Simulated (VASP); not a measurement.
# GaP in VASP: single point with PBE

Aim: the single point of GaP with PBE.

Everything below comes from runs of VASP 6.6.1. Logs are shortened: lines on timing, memory, paths and dates and some standing lists are left out, and cuts for length are marked.

## (1) The cell of the first run

The cell holds a slab with vacuum, 8 atoms: a = 3.893 Å, b = 3.893 Å, c = 25.330 Å, α = 90.00°, β = 90.00°, γ = 120.00°.

## (2) Single point, PBE

INCAR reads:

```
SYSTEM = GaP
ALGO = Fast
DIPOL = 0.5 0.5 0.500
EDIFF = 1E-6
ENCUT = 520
GGA = PE
IDIPOL = 3
ISIF = 2
ISMEAR = 0
LASPH = .True.
LCHARG = .False.
LDIPOL = .True.
LREAL = .False.
LWAVE = .False.
NBANDS = 46
NELM = 100
PREC = Accurate
SIGMA = 0.05
```

KPOINTS reads:

```
k-points
0
Gamma
  9 9 3
  0 0 0
```

POSCAR reads:

```
GaP
1.0
    3.8926748893      0.0000000000      0.0000000000
   -1.9463374447      3.3711553428      0.0000000000
    0.0000000000      0.0000000000     25.3296561479
P Ga
4 4
Direct
    0.0000000000      0.0000000000      0.2960956105
    0.3333333333      0.6666666667      0.4215752348
    0.6666666667      0.3333333333      0.5470548591
    0.0000000000      0.0000000000      0.6725344835
    0.3333333333      0.6666666667      0.3274655165
    0.6666666667      0.3333333333      0.4529451409
    0.0000000000      0.0000000000      0.5784247652
    0.3333333333      0.6666666667      0.7039043895
```

Potentials or basis: VASP PAW PBE potentials, release 64 (P, Ga_d).

On the command line:

```
> cat potpaw_PBE.64/P/POTCAR potpaw_PBE.64/Ga_d/POTCAR > POTCAR
> mpirun -np 1 vasp_std > vasp.out
```

OUTCAR:

```text
SYSTEM = GaP
   EDIFF = 1E-6
   ENCUT = 520
   GGA = PE
   ISIF = 2
   ISMEAR = 0
   LASPH = .True.
   LREAL = .False.
   NELM = 100
   PREC = Accurate

 ion  position               nearest neighbor table
   1  0.000  0.000  0.296-   5 2.38   5 2.38   5 2.38
   2  0.333  0.667  0.422-   6 2.38   6 2.38   6 2.38   5 2.38
   3  0.667  0.333  0.547-   6 2.38   7 2.38   7 2.38   7 2.38
   4  0.000  0.000  0.673-   8 2.38   8 2.38   8 2.38   7 2.38
   5  0.333  0.667  0.327-   1 2.38   1 2.38   1 2.38   2 2.38
   6  0.667  0.333  0.453-   3 2.38   2 2.38   2 2.38   2 2.38
   7  0.000  0.000  0.578-   3 2.38   3 2.38   3 2.38   4 2.38
   8  0.333  0.667  0.704-   4 2.38   4 2.38   4 2.38

  LATTYP: Found a hexagonal cell.
 ALAT       =     3.8926748893
 C/A-ratio  =     6.5070053031

  Lattice vectors:

 A1 = (   3.8926748893,   0.0000000000,   0.0000000000)
 A2 = (  -1.9463374447,   3.3711553428,   0.0000000000)
 A3 = (   0.0000000000,   0.0000000000,  25.3296561479)

Analysis of symmetry for initial positions (statically):
=====================================================================
 Subroutine PRICEL returns:
 Original cell was already a primitive cell.

 Routine SETGRP: Setting up the symmetry group for a
 hexagonal supercell.

 Subroutine GETGRP returns: Found  6 space group operations
 (whereof  6 operations were pure point group operations)
 out of a pool of 24 trial point group operations.

The static configuration has the point symmetry C_3v.

Analysis of symmetry for dynamics (positions and initial velocities):
=====================================================================
 Subroutine PRICEL returns:
 Original cell was already a primitive cell.

 Routine SETGRP: Setting up the symmetry group for a
 hexagonal supercell.

 Subroutine GETGRP returns: Found  6 space group operations
 (whereof  6 operations were pure point group operations)
 out of a pool of 24 trial point group operations.

The dynamic configuration has the point symmetry C_3v.

 Subroutine INISYM returns: Found  6 space group operations
 (whereof  6 operations are pure point group operations),
 and found     1 'primitive' translations

----------------------------------------------------------------------------------------

                                     Primitive cell

  volume of cell :     332.3963

  direct lattice vectors                    reciprocal lattice vectors
     3.892674889  0.000000000  0.000000000     0.256892761  0.148317105  0.000000000
    -1.946337445  3.371155343  0.000000000     0.000000000  0.296634209  0.000000000
     0.000000000  0.000000000 25.329656148     0.000000000  0.000000000  0.039479415

  length of vectors
     3.892674889  3.892674889 25.329656148     0.296634209  0.296634209  0.039479415

  position of ions in fractional coordinates (direct lattice)
     0.000000000  0.000000000  0.296095610
     0.333333333  0.666666667  0.421575235
     0.666666667  0.333333333  0.547054859
     0.000000000  0.000000000  0.672534484
     0.333333333  0.666666667  0.327465516
     0.666666667  0.333333333  0.452945141
     0.000000000  0.000000000  0.578424765
     0.333333333  0.666666667  0.703904390

  ion indices of the primitive-cell ions
   primitive index   ion index
                 1           1
                 2           2
                 3           3
                 4           4
                 5           5
                 6           6
                 7           7
                 8           8

----------------------------------------------------------------------------------------

 KPOINTS: k-points

Automatic generation of k-mesh.
 Grid dimensions read from file:
 generate k-points for:    9    9    3

 Generating k-lattice:

  Cartesian coordinates                     Fractional coordinates (reciprocal lattice)
     0.028543640  0.016479678  0.000000000     0.111111111  0.000000000  0.000000000
     0.000000000  0.032959357  0.000000000     0.000000000  0.111111111  0.000000000
     0.000000000  0.000000000  0.013159805     0.000000000  0.000000000  0.333333333

  Length of vectors
     0.032959357  0.032959357  0.013159805

  Shift w.r.t. Gamma in fractional coordinates (k-lattice)
     0.000000000  0.000000000  0.000000000

 Subroutine IBZKPT returns following result:
 ===========================================

 Found     31 irreducible k-points:

 Following reciprocal coordinates:
            Coordinates               Weight
  0.000000  0.000000  0.000000      1.000000
  0.111111  0.000000  0.000000      6.000000
  0.222222  0.000000  0.000000      6.000000
  0.333333 -0.000000  0.000000      6.000000
  0.444444  0.000000  0.000000      6.000000
  0.111111  0.111111  0.000000      6.000000
[... 16 lines left out ...]
  0.222222  0.111111  0.333333     12.000000
 -0.111111  0.333333  0.333333     12.000000
 [... further k-points ...]
   k-points           NKPTS =     31   k-points in BZ     NKDIM =     31   number of bands    NBANDS=     46
   number of dos      NEDOS =    301   number of ions     NIONS =      8
   total plane-waves  NPLWV = 172800
   dimension x,y,z NGX =    30 NGY =   30 NGZ =  192
   dimension x,y,z NGXF=    60 NGYF=   60 NGZF=  384
   ions per type =               4   4
   NGX,Y,Z   is equivalent  to a cutoff of  12.81, 12.81, 12.60 a.u.
   NGXF,Y,Z  is equivalent  to a cutoff of  25.62, 25.62, 25.20 a.u.
 SYSTEM =  GaP
   PREC   = accura    normal or accurate (medium, high low for compatibility)
   ISTART =      0    job   : 0-new  1-cont  2-samecut
   ICHARG =      2    charge: 1-file 2-atom 10-const
   ISPIN  =      1    spin polarized calculation?
   LNONCOLLINEAR =      F non collinear calculations
   LSORBIT =      F    spin-orbit coupling
   LASPH  =      T    aspherical Exc in radial PAW
   ENCUT  =  520.0 eV  38.22 Ry    6.18 a.u.   7.24  7.24 47.10*2*pi/ulx,y,z
   NELM   =    100;   NELMIN=  2; NELMDL= -5     # of ELM steps
   EDIFF  = 0.1E-05   stopping-criterion for ELM
   LREAL  =      F    real-space projection
   EDIFFG = 0.1E-04   stopping-criterion for IOM
   NSW    =      0    number of steps for IOM
   IBRION =     -1    ionic relax: 0-MD 1-quasi-New 2-CG
   NFREE  =      0    steps in history (QN), initial steepest desc. (CG)
   ISIF   =      2    stress and relaxation
   ISYM   =      2    0-nonsym 1-usesym 2-fastsym
   POTIM  = 0.5000    time-step for ionic-motion
   TEBEG  =    0.0;   TEEND  =   0.0 temperature during run
   PSTRESS=    0.0 pullay stress
   NELECT =      72.0000    total number of electrons
   NUPDOWN=      -1.0000    fix difference up-down
   EMIN   =  10.00;   EMAX   =-10.00  energy-range for DOS
   EFERMI =   0.00;   METHOD = LEGACY
   ISMEAR =     0;   SIGMA  =   0.05  broadening in eV -4-tet -1-fermi 0-gaus
   EFERMI_NEDOS =   21; number of points for ismear=-14 and -15
   IALGO  =     68    algorithm
   IMIX   =      4    mixing-type and parameters
     AMIX     =   0.40;   BMIX     =  1.00
     AMIX_MAG =   1.60;   BMIX_MAG =  1.00
  volume/ion in A,a.u.               =      41.55       280.39
  Fermi-wavevector in a.u.,A,eV,Ry     =   0.983181  1.857943 13.152009  0.966645
  Thomas-Fermi vector in A             =   2.114320
   LORBIT       =      0    0 simple, 1 ext, 2 COOP (PROOUT), +10 PAW based schemes
   GGA     = PE    functional components
   LHFCALC =     F    Hartree Fock is set to
   AEXX    =    0.0000 exact exchange contribution
   IVDW    =     0    specifies the selected vdW correction
   LEPSILON=     F    determine dielectric tensor
   LRPA    =     F    only Hartree local field effects (RPA)
 non-spin polarized calculation
 RMM-DIIS sequential band-by-band and
 Gauss-broadening in eV      SIGMA  =   0.05
  energy-cutoff  :      520.00
  volume of cell :      332.40
 maximum number of plane-waves:      9005
 NGX is ok and might be reduce to    30
   NGX = 15   NGY = 15   NGZ = 95

 number of electron      72.0000023 magnetization

 dipolmoment           0.000000      0.000000     -0.177983 electrons x Angstroem

 Free energy of the ion-electron system (eV)
  ---------------------------------------------------
  ext. energy  EPLUGINS =         0.00000000
  ---------------------------------------------------
  free energy    TOTEN  =       -34.12436390 eV

  energy without entropy =      -34.11421242  energy(sigma->0) =      -34.11928816

 E-fermi :  -0.1334     XC(G=0):  -5.4617

 val. band max:       -0.1961237507   @ k =   0.2222   0.2222   0.0000
 cond. band min:      -0.1295941972   @ k =   0.4444   0.0000   0.0000
 fundamental gap:      0.0665295535
 Fermi energy:        -0.1334284098

 k-point     1 :       0.0000    0.0000    0.0000
  band No.  band energies     occupation
      1     -15.5276      2.00000
      2     -15.4744      2.00000
      3     -15.4744      2.00000
      4     -15.4070      2.00000
      5     -15.4070      2.00000
      6     -15.3641      2.00000
[... 38 lines left out ...]
     45       3.8573      0.00000
     46       4.2533      0.00000

 k-point     2 :       0.1111    0.0000    0.0000
  band No.  band energies     occupation
      1     -15.5292      2.00000
      2     -15.4773      2.00000
      3     -15.4729      2.00000
      4     -15.4084      2.00000
      5     -15.4039      2.00000
      6     -15.3600      2.00000
[... 38 lines left out ...]
     45       3.8743      0.00000
     46       4.2742      0.00000

 k-point     3 :       0.2222    0.0000    0.0000
  band No.  band energies     occupation
      1     -15.5388      2.00000
      2     -15.4781      2.00000
      3     -15.4701      2.00000
      4     -15.4115      2.00000
      5     -15.3951      2.00000
      6     -15.3530      2.00000
[... 1018 lines left out ...]
     45       4.5751      0.00000
     46       5.2365      0.00000

 k-point    24 :      -0.1111    0.3333    0.3333
  band No.  band energies     occupation
      1     -15.5477      2.00000
      2     -15.4761      2.00000
      3     -15.4686      2.00000
      4     -15.4126      2.00000
      5     -15.3892      2.00000
      6     -15.3505      2.00000
[... 38 lines left out ...]
     45       4.5736      0.00000
     46       5.1993      0.00000

 [... further k-points ...]

------------------------ aborting loop because EDIFF is reached ----------------------------------------

 vacuum level on the upper side and lower side of the slab       (xc-potential included)        -1.382         1.014

  FORCE on cell =-STRESS in cart. coord.  units (eV):
  Direction    XX          YY          ZZ          XY          YZ          ZX
  --------------------------------------------------------------------------------------
  -------------------------------------------------------------------------------------
  Total       -1.1084971     -1.1084971      2.1339668      0.0000000      0.0000000     -0.0000000
  in kB       -5.3430466     -5.3430466     10.2858939      0.0000000      0.0000000     -0.0000000
  external PRESSURE =      -0.1333998 kB  Pullay stress =       0.0000000 kB

 VOLUME and BASIS-vectors are now :
 -----------------------------------------------------------------------------
  energy-cutoff  :      520.00
  volume of cell :      332.40
      direct lattice vectors                 reciprocal lattice vectors
     3.892674889  0.000000000  0.000000000     0.256892761  0.148317105  0.000000000
    -1.946337445  3.371155343  0.000000000     0.000000000  0.296634209  0.000000000
     0.000000000  0.000000000 25.329656148     0.000000000  0.000000000  0.039479415

 POSITION                                       TOTAL-FORCE (eV/Angst)
 -----------------------------------------------------------------------------------
      0.00000      0.00000      7.50000         0.000000     -0.000000      0.052688
     -0.00000      2.24744     10.67836         0.000000     -0.000000      0.557569
      1.94634      1.12372     13.85671         0.000000      0.000000      0.381924
      0.00000      0.00000     17.03507         0.000000     -0.000000      0.672755
     -0.00000      2.24744      8.29459        -0.000000      0.000000     -0.478407
      1.94634      1.12372     11.47294        -0.000000     -0.000000     -0.412233
      0.00000      0.00000     14.65130        -0.000000     -0.000000     -0.488137
     -0.00000      2.24744     17.82966         0.000000     -0.000000     -0.286158
 -----------------------------------------------------------------------------------
    total drift:                               -0.000007      0.000003      0.000564

  FREE ENERGIE OF THE ION-ELECTRON SYSTEM (eV)
  ---------------------------------------------------
  free  energy   TOTEN  =       -34.1243639034 eV

  energy  without entropy=      -34.1142124192  energy(sigma->0) =      -34.11928816

 vacuum level on the upper side and lower side of the slab         3.410         5.862
```

Wall time 34 min (1 thread of Oxide Virtual Turin-like, shared host); peak memory 0.6 GiB.

Results:

```
Free energy            : -34.1244 eV
Largest force          : 0.673 eV/Å
Band gap on the k mesh : zero (bands 36 and 37 overlap by 0.29 eV)
```

Forces on the atoms (eV/Å):
```
P    0.000  0.000  0.053
P    0.000  0.000  0.558
P    0.000  0.000  0.382
P    0.000  0.000  0.673
Ga   0.000  0.000 -0.478
Ga   0.000  0.000 -0.412
Ga   0.000  0.000 -0.488
Ga   0.000  0.000 -0.286
```

The gap in the log of VASP goes by the Fermi energy; the results here count the filled bands.